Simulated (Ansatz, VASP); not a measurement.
# Pt: VASP beside Ansatz

```xyz
1
Lattice="0.0000 1.9609 1.9609 1.9609 0.0000 1.9609 1.9609 1.9609 0.0000" Properties=species:S:1:pos:R:3 pbc="T T T"
Pt    0.0000    0.0000    0.0000
```

Alike in both runs: task single point; functional r2SCAN; k mesh 10 × 10 × 10; occupations gaussian, width 0.02 eV; no spin polarisation.

```csv
,VASP,Ansatz
version,VASP 6.6.1,Ansatz 0.2.0
potentials or method,"VASP PAW PBE potentials, release 64 (Pt), cutoff 520 eV","plane waves, PAW"
valence electrons in the cell,10,18
```

|  | VASP | Ansatz | Ansatz less VASP |
| --- | --- | --- | --- |
| pressure (GPa) | 4.7 | 3.9 | -0.78 |

VASP's potentials were made for PBE, not for r2SCAN. With one functional, cell and mesh, what is left measures potentials, basis and numerics. VASP's potentials hold 10 valence electrons a cell and Ansatz's 18, so a difference there can come from the potentials and not from the codes. Ansatz's warnings: stress scf threshold loose.

Neither program's run includes spin-orbit coupling.
